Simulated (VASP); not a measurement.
# MgS in VASP: further runs, part 2 of 2

VASP 6.6.1.

**4. Single point, PBE (epitaxial 111 strain +0.5%)**

INCAR reads:

```
PREC = Accurate
ENCUT = 520
EDIFF = 1E-6
ISMEAR = 0
SIGMA = 0.01
LREAL = F
LASPH = T
NELM = 100
ALGO = Normal
ISIF = 2
LWAVE = F
LCHARG = T
GGA = PE
LELF = T
LVHAR = T
NBANDS = 11
```

KPOINTS reads:

```
regular mesh
0
Gamma
  4 4 4
```

POSCAR reads:

```
MgS
1.0
   -0.0163055601      2.8287256652      2.8287256652
    2.8287256652     -0.0163055601      2.8287256652
    2.8287256652      2.8287256652     -0.0163055601
Mg S
1 1
Direct
   -0.0005322873     -0.0005322873     -0.0005322873
    0.2505322873      0.2505322873      0.2505322873
```

Potentials or basis: VASP PAW PBE potentials, release 64 (Mg, S).

Launch:

```bash
$ cat potpaw_PBE.64/Mg/POTCAR potpaw_PBE.64/S/POTCAR > POTCAR
$ mpirun -np 1 vasp_std > vasp.out
```

OUTCAR:

```text
PREC = Accurate
   ENCUT = 520
   EDIFF = 1E-6
   ISMEAR = 0
   LREAL = F
   LASPH = T
   NELM = 100
   ISIF = 2
   GGA = PE

 ion  position               nearest neighbor table
   1  0.999  0.999  0.999-   2 2.45   2 2.46   2 2.46   2 2.46
   2  0.251  0.251  0.251-   1 2.45   1 2.46   1 2.46   1 2.46

  LATTYP: Found a trigonal (rhomboedric) cell.
 ALAT       =     4.0004554302
 COS(alpha) =     0.4942275115

  Lattice vectors:

 A1 = (  -0.0163055601,   2.8287256652,   2.8287256652)
 A2 = (   2.8287256652,  -0.0163055601,   2.8287256652)
 A3 = (   2.8287256652,   2.8287256652,  -0.0163055601)

Analysis of symmetry for initial positions (statically):
=====================================================================
 Subroutine PRICEL returns:
 Original cell was already a primitive cell.

 Routine SETGRP: Setting up the symmetry group for a
 trigonal (rhombohedral) supercell.

 Subroutine GETGRP returns: Found  6 space group operations
 (whereof  6 operations were pure point group operations)
 out of a pool of 12 trial point group operations.

The static configuration has the point symmetry C_3v.

Analysis of symmetry for dynamics (positions and initial velocities):
=====================================================================
 Subroutine PRICEL returns:
 Original cell was already a primitive cell.

 Routine SETGRP: Setting up the symmetry group for a
 trigonal (rhombohedral) supercell.

 Subroutine GETGRP returns: Found  6 space group operations
 (whereof  6 operations were pure point group operations)
 out of a pool of 12 trial point group operations.

The dynamic configuration has the point symmetry C_3v.

 Subroutine INISYM returns: Found  6 space group operations
 (whereof  6 operations are pure point group operations),
 and found     1 'primitive' translations

----------------------------------------------------------------------------------------
[... 107 lines left out ...]
   LHFCALC =     F    Hartree Fock is set to
   AEXX    =    0.0000 exact exchange contribution
   IVDW    =     0    specifies the selected vdW correction
   LEPSILON=     F    determine dielectric tensor
   LRPA    =     F    only Hartree local field effects (RPA)
 non-spin polarized calculation
 Gauss-broadening in eV      SIGMA  =   0.01
  energy-cutoff  :      520.00
  volume of cell :       45.66
 maximum number of plane-waves:      1245
 NGX is ok and might be reduce to    30
   NGX = 15   NGY = 15   NGZ = 15

 number of electron       8.0000001 magnetization

 Free energy of the ion-electron system (eV)
  ---------------------------------------------------
  ext. energy  EPLUGINS =         0.00000000
  ---------------------------------------------------
  free energy    TOTEN  =        -8.45732008 eV

  energy without entropy =       -8.45732008  energy(sigma->0) =       -8.45732008

 E-fermi :   1.1894     XC(G=0):  -8.3608

 val. band max:        1.0686816597   @ k =   0.0000   0.0000   0.0000
 cond. band min:       4.4573341623   @ k =   0.0000   0.0000   0.0000
 fundamental gap:      3.3886525025
 Fermi energy:         1.1893569279

 k-point     1 :       0.0000    0.0000    0.0000
  band No.  band energies     occupation
      1     -10.2096      2.00000
      2       1.0200      2.00000
      3       1.0200      2.00000
      4       1.0687      2.00000
      5       4.4573      0.00000
      6       8.9249      0.00000
      7       8.9249      0.00000
      8       9.0388      0.00000
      9      11.8478      0.00000
     10      11.8478      0.00000
     11      14.6984      0.00000
[... 155 lines left out ...]
 k-point    13 :       0.5000    0.5000    0.5000
  band No.  band energies     occupation
      1      -9.5241      2.00000
      2      -2.0562      2.00000
      3       0.6843      2.00000
      4       0.6843      2.00000
      5       6.0847      0.00000
      6       8.6105      0.00000
      7       8.6105      0.00000
      8       9.6175      0.00000
      9      13.8708      0.00000
     10      14.2247      0.00000
     11      14.2247      0.00000

------------------------ aborting loop because EDIFF is reached ----------------------------------------

  FORCE on cell =-STRESS in cart. coord.  units (eV):
  Direction    XX          YY          ZZ          XY          YZ          ZX
  --------------------------------------------------------------------------------------
  -------------------------------------------------------------------------------------
  Total        0.1834681      0.1834681      0.1834681      0.0502869      0.0502869      0.0502869
  in kB        6.4376851      6.4376851      6.4376851      1.7645089      1.7645089      1.7645089
  external PRESSURE =       6.4376851 kB  Pullay stress =       0.0000000 kB

 VOLUME and BASIS-vectors are now :
 -----------------------------------------------------------------------------
  energy-cutoff  :      520.00
  volume of cell :       45.66
      direct lattice vectors                 reciprocal lattice vectors
    -0.016305560  2.828725665  2.828725665    -0.175237010  0.176252981  0.176252981
     2.828725665 -0.016305560  2.828725665     0.176252981 -0.175237010  0.176252981
     2.828725665  2.828725665 -0.016305560     0.176252981  0.176252981 -0.175237010

 POSITION                                       TOTAL-FORCE (eV/Angst)
 -----------------------------------------------------------------------------------
      5.63814      5.63814      5.63814        -0.000966     -0.000966     -0.000966
      1.41329      1.41329      1.41329         0.000966      0.000966      0.000966
 -----------------------------------------------------------------------------------
    total drift:                               -0.000030     -0.000030     -0.000030

  FREE ENERGIE OF THE ION-ELECTRON SYSTEM (eV)
  ---------------------------------------------------
  free  energy   TOTEN  =        -8.4573200836 eV

  energy  without entropy=       -8.4573200836  energy(sigma->0) =       -8.45732008
```

OSZICAR:

```text
N       E                     dE             d eps       ncg     rms          rms(c)
DAV:   1     0.235367503770E+02    0.23537E+02   -0.31279E+03   294   0.551E+02
DAV:   2    -0.705214979001E+01   -0.30589E+02   -0.29755E+02   342   0.102E+02
DAV:   3    -0.896943195138E+01   -0.19173E+01   -0.19139E+01   354   0.266E+01
DAV:   4    -0.898300584799E+01   -0.13574E-01   -0.13572E-01   342   0.272E+00
DAV:   5    -0.898317007342E+01   -0.16423E-03   -0.16422E-03   351   0.294E-01    0.402E+00
DAV:   6    -0.848549767043E+01    0.49767E+00   -0.12265E+00   301   0.414E+00    0.307E+00
DAV:   7    -0.845002994289E+01    0.35468E-01   -0.27638E-01   340   0.215E+00    0.242E+00
DAV:   8    -0.845798042577E+01   -0.79505E-02   -0.23765E-02   310   0.938E-01    0.135E+00
DAV:   9    -0.845709706262E+01    0.88336E-03   -0.24051E-03   359   0.243E-01    0.438E-01
DAV:  10    -0.845731469124E+01   -0.21763E-03   -0.68517E-04   322   0.122E-01    0.105E-01
DAV:  11    -0.845731847490E+01   -0.37837E-05   -0.57697E-05   334   0.312E-02    0.565E-02
DAV:  12    -0.845732011363E+01   -0.16387E-05   -0.77729E-06   325   0.136E-02    0.702E-03
DAV:  13    -0.845732008365E+01    0.29984E-07   -0.36093E-07   310   0.297E-03
   1 F= -.84573201E+01 E0= -.84573201E+01  d E =-.502369E-67
```

Wall time 6.2 s (1 thread of AMD EPYC 7R13 (Zen 3), shared host); peak memory 0.13 GiB.

What came out:

- Free energy: -8.4573 eV
- Pressure: 0.6 GPa
- Band gap on the k mesh: 3.39 eV

Caveat: the k points lie up to 0.48 Å⁻¹ apart; the cell differs from its parent crystal (epitaxial 111 strain +0.5%).

**5. Single point, PBE (shear xy strain +3.0%)**

INCAR reads:

```
PREC = Accurate
ENCUT = 520
EDIFF = 1E-6
ISMEAR = 0
SIGMA = 0.01
LREAL = F
LASPH = T
NELM = 60
ALGO = Normal
ISIF = 2
LWAVE = F
LCHARG = F
GGA = PE
NBANDS = 11
```

KPOINTS reads:

```
Automatic mesh
0
Gamma
  4 4 4
```

POSCAR reads:

```
MgS
1.0
    0.0424631526      2.8308768411      2.8308768411
    2.8308768411      0.0424631526      2.8308768411
    2.8733399937      2.8733399937      0.0000000000
Mg S
1 1
Direct
    0.0027543446      0.0027543446     -0.0027543446
    0.2472456554      0.2472456554      0.2527543446
```

Potentials or basis: VASP PAW PBE potentials, release 64 (Mg, S).

Launch:

```bash
$ cat potpaw_PBE.64/Mg/POTCAR potpaw_PBE.64/S/POTCAR > POTCAR
$ mpirun -np 1 vasp_std > vasp.out
```

OUTCAR:

```text
PREC = Accurate
   ENCUT = 520
   EDIFF = 1E-6
   ISMEAR = 0
   LREAL = F
   LASPH = T
   NELM = 60
   ISIF = 2
   GGA = PE

 ion  position               nearest neighbor table
   1  0.003  0.003  0.997-   2 2.45   2 2.45   2 2.46   2 2.46
   2  0.247  0.247  0.253-   1 2.45   1 2.45   1 2.46   1 2.46

  LATTYP: Found a body centered orthorhombic cell.
 ALAT       =     3.9434124558
 B/A-ratio  =     1.0304568528
 C/A-ratio  =     1.4357498095

  Lattice vectors:

 A1 = (   2.8308768411,   0.0424631526,  -2.8308768411)
 A2 = (  -2.8308768411,  -0.0424631526,  -2.8308768411)
 A3 = (   0.0424631526,   2.8308768411,   2.8308768411)

Analysis of symmetry for initial positions (statically):
=====================================================================
 Subroutine PRICEL returns:
 Original cell was already a primitive cell.

 Routine SETGRP: Setting up the symmetry group for a
 body centered orthorhombic supercell.

 Subroutine GETGRP returns: Found  4 space group operations
 (whereof  4 operations were pure point group operations)
 out of a pool of  8 trial point group operations.
[... 165 lines left out ...]
  band No.  band energies     occupation
      1     -10.1885      2.00000
      2       0.9957      2.00000
      3       1.0761      2.00000
      4       1.1683      2.00000
      5       4.5224      0.00000
      6       8.8272      0.00000
      7       9.0312      0.00000
      8       9.2215      0.00000
      9      11.9021      0.00000
     10      11.9125      0.00000
     11      14.7782      0.00000
[... 225 lines left out ...]
 k-point    18 :      -0.2500    0.2500    0.5000
  band No.  band energies     occupation
      1      -9.2754      2.00000
      2      -1.2196      2.00000
      3      -0.7509      2.00000
      4      -0.2460      2.00000
      5       6.6043      0.00000
      6       8.9777      0.00000
      7       9.2861      0.00000
      8       9.6118      0.00000
      9      13.6375      0.00000
     10      14.8165      0.00000
     11      14.9370      0.00000

------------------------ aborting loop because EDIFF is reached ----------------------------------------

  FORCE on cell =-STRESS in cart. coord.  units (eV):
  Direction    XX          YY          ZZ          XY          YZ          ZX
  --------------------------------------------------------------------------------------
  -------------------------------------------------------------------------------------
  Total        0.2892949      0.2892949      0.2806318     -0.2649940      0.0000000      0.0000000
  in kB       10.2177711     10.2177711      9.9117927     -9.3594738      0.0000000      0.0000000
  external PRESSURE =      10.1157783 kB  Pullay stress =       0.0000000 kB

 VOLUME and BASIS-vectors are now :
 -----------------------------------------------------------------------------
  energy-cutoff  :      520.00
  volume of cell :       45.36
      direct lattice vectors                 reciprocal lattice vectors
     0.042463153  2.830876841  2.830876841    -0.179313422  0.179313422  0.176623721
     2.830876841  0.042463153  2.830876841     0.179313422 -0.179313422  0.176623721
     2.873339994  2.873339994  0.000000000     0.174013518  0.174013518 -0.176623721

 POSITION                                       TOTAL-FORCE (eV/Angst)
 -----------------------------------------------------------------------------------
      2.87334      2.87334      0.01559        -0.000000     -0.000000      0.006867
      1.43667      1.43667      1.39984         0.000000      0.000000     -0.006867
 -----------------------------------------------------------------------------------
    total drift:                                0.000000      0.000000      0.000164

  FREE ENERGIE OF THE ION-ELECTRON SYSTEM (eV)
  ---------------------------------------------------
  free  energy   TOTEN  =        -8.4522749372 eV

  energy  without entropy=       -8.4522749372  energy(sigma->0) =       -8.45227494
```

It took 6.9 s on 1 thread of AMD EPYC 7R13 (Zen 3), shared host; peak memory 0.13 GiB.

What came out:

```yaml
Free_energy: -8.4523 eV
Pressure: 1.0 GPa
Largest_force: 0.007 eV/Å
Band_gap_on_the_k_mesh: 3.35 eV
```

Forces on the atoms (eV/Å):
```
Mg   0.000  0.000  0.007
S    0.000  0.000 -0.007
```

Stress tensor (GPa, compression positive):
```
 1.02 -0.94  0.00
-0.94  1.02  0.00
 0.00  0.00  0.99
```

Caveat: the k points lie up to 0.49 Å⁻¹ apart; the cell differs from its parent crystal (shear xy strain +3.0%). A k mesh can miss the band edges.

**6. Summary**

| cell | gap on the mesh (eV) | pressure (GPa) |
| --- | --- | --- |
| a = 4.023 Å, angles 60.0°, 2 atoms, atomic positions A | 3.38 | 0.2 |
| a = 3.990 Å, angles 60.2°, 2 atoms, atomic positions A | 3.46 | 1.3 |
| a = 4.000 Å, angles 60.4°, 2 atoms, atomic positions A | 3.39 | 0.6 |
| a = 4.004, b = 4.004, c = 4.064 Å, angles 59.5, 59.5, 59.0°, 2 atoms, atomic positions B | 3.35 | 1.0 |

Alike in all rows: task single point; level PBE; potentials or basis VASP PAW PBE potentials, release 64 (Mg, S); no spin polarisation; k mesh 4 × 4 × 4; cutoff (eV) 520; smearing gaussian 0.01 eV.

Caveats: all runs use coarse meshes.

Total energies depend on the potentials used, so only differences within one code and one set of settings carry meaning.
